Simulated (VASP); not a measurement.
# ZnO (P6_3mc) in VASP: settings compared

Aim: see how the results for ZnO move with the level of theory and the settings. Levels: PBEsol, RPBE, LDA, revPBE, BLYP. Tasks: single point.

Everything below comes from runs of VASP 6.6.1. Logs are shortened: lines on timing, memory, paths and dates and some standing lists are left out, and cuts for length are marked.

## (1) The cell of the first run

It takes space group P6_3mc (No. 186, hexagonal). Conventional cell: a = 3.249 Å, b = 3.249 Å, c = 5.206 Å, α = 90.00°, β = 90.00°, γ = 120.00°. Zn (site symmetry 3m) has 4 O at 1.97 to 1.98 Å within 2.6 Å. O (site symmetry 3m) has 4 Zn at 1.97 to 1.98 Å within 2.6 Å.

## (2) Single point, PBEsol

INCAR

```
SYSTEM = ZnO
PREC     = Accurate       ! precision mode
ENCUT    = 1340           ! plane-wave cutoff, eV
EDIFF    = 1E-6           ! SCF threshold, eV
ISMEAR   = -1             ! smearing method
SIGMA    = 0.05           ! smearing width, eV
LREAL    = .FALSE.        ! projectors in reciprocal space
LASPH    = .TRUE.         ! aspherical terms in the spheres
NELM     = 120            ! most SCF steps
ALGO     = Normal         ! electronic algorithm
ISIF     = 2              ! what is computed and relaxed
LWAVE    = .FALSE.        ! write WAVECAR
LCHARG   = .FALSE.        ! write CHGCAR
GGA      = PS             ! functional
NBANDS   = 26             ! bands
GGA_COMPAT= .FALSE.
```

KPOINTS

```
Automatic mesh
0
G
  5 5 3
  0 0 0
```

POSCAR

```
ZnO
1.0
    3.2493080000      0.0000000000      0.0000000000
   -1.6246540000      2.8139832727      0.0000000000
    0.0000000000      0.0000000000      5.2057090000
Zn O
2 2
Direct
    0.6666666667      0.3333333333      0.0000000000
    0.3333333333      0.6666666667      0.5000000000
    0.3333333333      0.6666666667      0.8790100000
    0.6666666667      0.3333333333      0.3790100000
```

Potentials or basis: VASP PAW PBE potentials, release 64 (Zn, O_h).

Run with:

```
cat potpaw_PBE.64/Zn/POTCAR potpaw_PBE.64/O_h/POTCAR > POTCAR
mpirun -np 1 vasp_std > vasp.out
```

OUTCAR:

```text
SYSTEM = ZnO
   PREC = Accurate
   ENCUT = 1340
   EDIFF = 1E-6
   ISMEAR = -1
   LREAL = .FALSE.
   LASPH = .TRUE.
   NELM = 120
   ISIF = 2
   GGA = PS

 ion  position               nearest neighbor table
   1  0.667  0.333  0.000-   4 1.97   3 1.98   3 1.98   3 1.98
   2  0.333  0.667  0.500-   3 1.97   4 1.98   4 1.98   4 1.98
   3  0.333  0.667  0.879-   2 1.97   1 1.98   1 1.98   1 1.98
   4  0.667  0.333  0.379-   1 1.97   2 1.98   2 1.98   2 1.98

  LATTYP: Found a hexagonal cell.
 ALAT       =     3.2493080000
 C/A-ratio  =     1.6020977390

  Lattice vectors:

 A1 = (   3.2493080000,   0.0000000000,   0.0000000000)
 A2 = (  -1.6246540000,   2.8139832727,   0.0000000000)
 A3 = (   0.0000000000,   0.0000000000,   5.2057090000)

Analysis of symmetry for initial positions (statically):
=====================================================================
 Subroutine PRICEL returns:
 Original cell was already a primitive cell.

 Routine SETGRP: Setting up the symmetry group for a
 hexagonal supercell.

 Subroutine GETGRP returns: Found 12 space group operations
 (whereof  6 operations were pure point group operations)
 out of a pool of 24 trial point group operations.

The static configuration has the point symmetry C_3v.
 The point group associated with its full space group is C_6v.

Analysis of symmetry for dynamics (positions and initial velocities):
=====================================================================
 Subroutine PRICEL returns:
 Original cell was already a primitive cell.

 Routine SETGRP: Setting up the symmetry group for a
 hexagonal supercell.

 Subroutine GETGRP returns: Found 12 space group operations
 (whereof  6 operations were pure point group operations)
 out of a pool of 24 trial point group operations.

The dynamic configuration has the point symmetry C_3v.
 The point group associated with its full space group is C_6v.

 Subroutine INISYM returns: Found 12 space group operations
 (whereof  6 operations are pure point group operations),
 and found     1 'primitive' translations

----------------------------------------------------------------------------------------

                                     Primitive cell

  volume of cell :      47.5984

  direct lattice vectors                    reciprocal lattice vectors
     3.249308000  0.000000000  0.000000000     0.307757836  0.177684070  0.000000000
    -1.624654000  2.813983273  0.000000000     0.000000000  0.355368139  0.000000000
     0.000000000  0.000000000  5.205709000     0.000000000  0.000000000  0.192096792

  length of vectors
     3.249308000  3.249308000  5.205709000     0.355368139  0.355368139  0.192096792

  position of ions in fractional coordinates (direct lattice)
     0.666666667  0.333333333  0.000000000
     0.333333333  0.666666667  0.500000000
     0.333333333  0.666666667  0.879010000
     0.666666667  0.333333333  0.379010000

  ion indices of the primitive-cell ions
   primitive index   ion index
                 1           1
                 2           2
                 3           3
                 4           4

----------------------------------------------------------------------------------------

 KPOINTS: Automatic mesh

Automatic generation of k-mesh.
 Grid dimensions read from file:
 generate k-points for:    5    5    3

 Generating k-lattice:

  Cartesian coordinates                     Fractional coordinates (reciprocal lattice)
     0.061551567  0.035536814  0.000000000     0.200000000  0.000000000  0.000000000
     0.000000000  0.071073628  0.000000000     0.000000000  0.200000000  0.000000000
     0.000000000  0.000000000  0.064032264     0.000000000  0.000000000  0.333333333

  Length of vectors
     0.071073628  0.071073628  0.064032264

  Shift w.r.t. Gamma in fractional coordinates (k-lattice)
     0.000000000  0.000000000  0.000000000

 Subroutine IBZKPT returns following result:
 ===========================================

 Found     10 irreducible k-points:

 Following reciprocal coordinates:
            Coordinates               Weight
  0.000000  0.000000  0.000000      1.000000
  0.200000 -0.000000  0.000000      6.000000
  0.400000 -0.000000  0.000000      6.000000
  0.200000  0.200000  0.000000      6.000000
  0.400000  0.200000  0.000000      6.000000
  0.000000  0.000000  0.333333      2.000000
  0.200000 -0.000000  0.333333     12.000000
  0.400000 -0.000000  0.333333     12.000000
  0.200000  0.200000  0.333333     12.000000
  0.400000  0.200000  0.333333     12.000000
   k-points           NKPTS =     10   k-points in BZ     NKDIM =     10   number of bands    NBANDS=     26
   number of dos      NEDOS =    301   number of ions     NIONS =      4
   total plane-waves  NPLWV = 102400
   dimension x,y,z NGX =    40 NGY =   40 NGZ =   64
   dimension x,y,z NGXF=    80 NGYF=   80 NGZF=  128
   ions per type =               2   2
   NGX,Y,Z   is equivalent  to a cutoff of  20.47, 20.47, 20.44 a.u.
   NGXF,Y,Z  is equivalent  to a cutoff of  40.93, 40.93, 40.88 a.u.
 SYSTEM =  ZnO
   PREC   = accura    normal or accurate (medium, high low for compatibility)
   ISTART =      0    job   : 0-new  1-cont  2-samecut
   ICHARG =      2    charge: 1-file 2-atom 10-const
   ISPIN  =      1    spin polarized calculation?
   LNONCOLLINEAR =      F non collinear calculations
   LSORBIT =      F    spin-orbit coupling
   LASPH  =      T    aspherical Exc in radial PAW
   ENCUT  = 1340.0 eV  98.49 Ry    9.92 a.u.   9.70  9.70 15.54*2*pi/ulx,y,z
   NELM   =    120;   NELMIN=  2; NELMDL= -5     # of ELM steps
   EDIFF  = 0.1E-05   stopping-criterion for ELM
   LREAL  =      F    real-space projection
[... 7 lines left out ...]
   TEBEG  =    0.0;   TEEND  =   0.0 temperature during run
   PSTRESS=    0.0 pullay stress
   NELECT =      36.0000    total number of electrons
   NUPDOWN=      -1.0000    fix difference up-down
   EMIN   =  10.00;   EMAX   =-10.00  energy-range for DOS
   EFERMI =   0.00;   METHOD = LEGACY
   ISMEAR =    -1;   SIGMA  =   0.05  broadening in eV -4-tet -1-fermi 0-gaus
   EFERMI_NEDOS =   21; number of points for ismear=-14 and -15
   IALGO  =     38    algorithm
   IMIX   =      4    mixing-type and parameters
     AMIX     =   0.40;   BMIX     =  1.00
     AMIX_MAG =   1.60;   BMIX_MAG =  1.00
  volume/ion in A,a.u.               =      11.90        80.30
  Fermi-wavevector in a.u.,A,eV,Ry     =   1.491574  2.818667 30.270160  2.224794
  Thomas-Fermi vector in A             =   2.604212
   LORBIT       =      0    0 simple, 1 ext, 2 COOP (PROOUT), +10 PAW based schemes
   GGA     = PS    functional components
   LHFCALC =     F    Hartree Fock is set to
   AEXX    =    0.0000 exact exchange contribution
   IVDW    =     0    specifies the selected vdW correction
   LEPSILON=     F    determine dielectric tensor
   LRPA    =     F    only Hartree local field effects (RPA)
 non-spin polarized calculation
  energy-cutoff  :     1340.00
  volume of cell :       47.60
 maximum number of plane-waves:      5329
 NGX is ok and might be reduce to    40
   NGX = 19   NGY = 19   NGZ = 31

 number of electron      36.0000001 magnetization

 Free energy of the ion-electron system (eV)
  ---------------------------------------------------
  ext. energy  EPLUGINS =         0.00000000
  ---------------------------------------------------
  free energy    TOTEN  =       -19.41494514 eV

  energy without entropy =      -19.41491031  energy(sigma->0) =      -19.41492772

 E-fermi :   1.7366     XC(G=0): -11.1877

 val. band max:        1.3731252770   @ k =   0.0000   0.0000   0.0000
 cond. band min:       2.0574963680   @ k =   0.0000   0.0000   0.0000
 fundamental gap:      0.6843710910
 Fermi energy:         1.7365669254

 k-point     1 :       0.0000    0.0000    0.0000
  band No.  band energies     occupation
      1     -16.6633      2.00000
      2     -15.9113      2.00000
      3      -4.3336      2.00000
      4      -4.3336      2.00000
      5      -4.3334      2.00000
      6      -4.2944      2.00000
[... 18 lines left out ...]
     25      15.3774      0.00000
     26      15.3774      0.00000

 k-point     2 :       0.2000   -0.0000    0.0000
  band No.  band energies     occupation
      1     -16.4541      2.00000
      2     -15.8260      2.00000
      3      -4.5464      2.00000
      4      -4.2366      2.00000
      5      -4.2244      2.00000
      6      -4.1398      2.00000
[... 18 lines left out ...]
     25      15.0037      0.00000
     26      15.5415      0.00000

 k-point     3 :       0.4000   -0.0000    0.0000
  band No.  band energies     occupation
      1     -16.0519      2.00000
      2     -15.7289      2.00000
      3      -4.6499      2.00000
      4      -4.3473      2.00000
      5      -4.0963      2.00000
      6      -3.8288      2.00000
[... 18 lines left out ...]
     25      14.5252      0.00000
     26      15.3898      0.00000

 k-point     4 :       0.2000    0.2000    0.0000
  band No.  band energies     occupation
      1     -16.1430      2.00000
      2     -15.7376      2.00000
      3      -4.5105      2.00000
      4      -4.3633      2.00000
      5      -4.0723      2.00000
      6      -3.9939      2.00000
[... 18 lines left out ...]
     25      13.2626      0.00000
     26      16.2154      0.00000

 k-point     5 :       0.4000    0.2000    0.0000
  band No.  band energies     occupation
      1     -15.8855      2.00000
      2     -15.7406      2.00000
      3      -4.4416      2.00000
      4      -4.1103      2.00000
      5      -4.0123      2.00000
      6      -3.8712      2.00000
[... 18 lines left out ...]
     25      13.9044      0.00000
     26      14.5559      0.00000

 k-point     6 :       0.0000    0.0000    0.3333
  band No.  band energies     occupation
      1     -16.4833      2.00000
      2     -16.1075      2.00000
      3      -4.5748      2.00000
      4      -4.4779      2.00000
      5      -4.3042      2.00000
      6      -4.3042      2.00000
[... 18 lines left out ...]
     25      14.7571      0.00000
     26      14.7571      0.00000

 k-point     7 :       0.2000   -0.0000    0.3333
  band No.  band energies     occupation
      1     -16.3000      2.00000
      2     -15.9857      2.00000
      3      -4.6606      2.00000
      4      -4.5860      2.00000
      5      -4.1785      2.00000
      6      -4.1753      2.00000
[... 18 lines left out ...]
     25      14.4962      0.00000
     26      14.9788      0.00000

 k-point     8 :       0.4000   -0.0000    0.3333
  band No.  band energies     occupation
      1     -15.9655      2.00000
      2     -15.8035      2.00000
      3      -4.7762      2.00000
      4      -4.6660      2.00000
      5      -3.9986      2.00000
      6      -3.8919      2.00000
[... 18 lines left out ...]
     25      14.7002      0.00000
     26      15.1349      0.00000

 k-point     9 :       0.2000    0.2000    0.3333
  band No.  band energies     occupation
      1     -16.0379      2.00000
      2     -15.8346      2.00000
      3      -4.6599      2.00000
      4      -4.5793      2.00000
      5      -4.0854      2.00000
      6      -4.0739      2.00000
[... 18 lines left out ...]
     25      13.8779      0.00000
     26      15.9456      0.00000

 k-point    10 :       0.4000    0.2000    0.3333
  band No.  band energies     occupation
      1     -15.8412      2.00000
      2     -15.7685      2.00000
      3      -4.5434      2.00000
      4      -4.4523      2.00000
      5      -4.1188      2.00000
      6      -3.9001      2.00000
[... 18 lines left out ...]
     25      15.0429      0.00000
     26      15.7745      0.00000

------------------------ aborting loop because EDIFF is reached ----------------------------------------

  FORCE on cell =-STRESS in cart. coord.  units (eV):
  Direction    XX          YY          ZZ          XY          YZ          ZX
  --------------------------------------------------------------------------------------
  -------------------------------------------------------------------------------------
  Total       -0.3614292     -0.3614292      0.1224931      0.0000000      0.0000000     -0.0000000
  in kB      -12.1658238    -12.1658238      4.1231587      0.0000000      0.0000000     -0.0000000
  external PRESSURE =      -6.7361629 kB  Pullay stress =       0.0000000 kB

 VOLUME and BASIS-vectors are now :
 -----------------------------------------------------------------------------
  energy-cutoff  :     1340.00
  volume of cell :       47.60
      direct lattice vectors                 reciprocal lattice vectors
     3.249308000  0.000000000  0.000000000     0.307757836  0.177684070  0.000000000
    -1.624654000  2.813983273  0.000000000     0.000000000  0.355368139  0.000000000
     0.000000000  0.000000000  5.205709000     0.000000000  0.000000000  0.192096792

 POSITION                                       TOTAL-FORCE (eV/Angst)
 -----------------------------------------------------------------------------------
      1.62465      0.93799      0.00000         0.000000      0.000000     -0.064660
     -0.00000      1.87599      2.60285         0.000000      0.000000     -0.064660
     -0.00000      1.87599      4.57587        -0.000000     -0.000000      0.064660
      1.62465      0.93799      1.97302         0.000000      0.000000      0.064660
 -----------------------------------------------------------------------------------
    total drift:                                0.000000     -0.000000     -0.000035

  FREE ENERGIE OF THE ION-ELECTRON SYSTEM (eV)
  ---------------------------------------------------
  free  energy   TOTEN  =       -19.4149451351 eV

  energy  without entropy=      -19.4149103075  energy(sigma->0) =      -19.41492772
```

It took 25 s on 1 thread of AMD EPYC 9R45 (Zen 5), shared host; peak memory 0.28 GiB.

Results:

| Item | Value |
| --- | --- |
| Free energy | -19.4149 eV |
| Pressure | -0.7 GPa |
| Largest force | 0.065 eV/Å |
| Band gap on the k mesh | 0.68 eV |

Forces on the atoms (eV/Å):
```
Zn   0.000  0.000 -0.065
Zn   0.000  0.000 -0.065
O    0.000  0.000  0.065
O    0.000  0.000  0.065
```

Levels at points of the mesh, in eV from the valence-band top:
```
           k point  band 15  band 16  band 17  band 18  band 19  band 20  band 21  band 22
(0.00, 0.00, 0.00)    -0.82    -0.07     0.00     0.00     0.68     5.10     8.14    12.72
```

Caveat: the k points lie up to 0.45 Å⁻¹ apart; semilocal functionals underestimate gaps, and a narrow one can read as zero; the PAW data sets were made with another functional, which shifts forces and pressure a little.

(Part 1 of 2 ends here.)
